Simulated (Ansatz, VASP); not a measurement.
One calculation of SnO, two programs

Contents of INCAR:

```
SYSTEM = SnO
PREC = Accurate
ENCUT = 520
EDIFF = 1E-6
ISMEAR = 0
SIGMA = 0.15
LREAL = .False.
LASPH = .True.
NELM = 80
ALGO = Normal
ISIF = 2
LWAVE = .False.
LCHARG = .True.
LELF = .True.
LVHAR = .True.
NBANDS = 28
```

KPOINTS

```
regular mesh
0
Gamma
  12 12 10
  0 0 0
```

POSCAR

```
SnO
1.0
    3.8344335618      0.0000000000      0.0000000000
    0.0000000000      3.8344335618      0.0000000000
    0.0000000000      0.0000000000      3.9521506722
Sn O
2 2
Direct
    0.0000000000      0.5000000000      0.2455950842
    0.5000000000      0.0000000000      0.7544049158
    0.0000000000      0.0000000000      0.0000000000
    0.5000000000      0.5000000000      0.0000000000
```

Input for Ansatz:

```yaml
crystal:
  lattice:
    - [3.8344335618, 0.0, 0.0]
    - [0.0, 3.8344335618, 0.0]
    - [0.0, 0.0, 3.9521506722]
  atoms:
    - { symbol: Sn, position: [0.0, 0.5, 0.2455950842] }
    - { symbol: Sn, position: [0.5, 0.0, 0.7544049158] }
    - { symbol: O, position: [0.0, 0.0, 0.0] }
    - { symbol: O, position: [0.5, 0.5, 0.0] }
basis:
  ecutwfc: 520.0
kpoints:
  mp_grid: { grid: [12, 12, 10] }
hamiltonian:
  xc: lda
  pseudopotentials: { kind: paw, azcp: { folder: soft_1 } }
scf:
  occupations: { method: gaussian, width: 0.15 }
output:
  forces: true
  stress: true
  eigenvalues: true
```

Alike in both runs: task single point; functional LDA; k mesh 12 × 12 × 10; occupations gaussian, width 0.15 eV; no spin polarisation.

|  | VASP | Ansatz |
| --- | --- | --- |
| version | VASP 6.6.1 | Ansatz 0.2.0 |
| potentials or method | VASP PAW LDA potentials, release 64 (Sn_d, O), cutoff 520 eV | scalar-relativistic, plane waves, PAW |
| valence electrons in the cell | 40 | 40 |

|  | VASP | Ansatz | Ansatz less VASP |
| --- | --- | --- | --- |
| gap on the k mesh at the Fermi level (eV) | 0.33 | 0.35 | +0.017 |
| least direct gap on the mesh (eV) | 1.18 | 1.25 | +0.076 |
| pressure (GPa) | 13.5 | 12.7 | -0.79 |
| traceless stress, the component that is largest in VASP (GPa) | 4.88 | 5.10 | +0.221 |
| rms of the force components (eV/Å) | 0.839 | 0.780 | -0.0583 |

Ansatz warns that its potentials were made for another functional, while VASP's fit it. LDA's correlation is that of Perdew and Zunger in VASP and of Perdew and Wang (1992) in Ansatz. Atom by atom the forces differ by 0.058 eV/Å (rms over components).
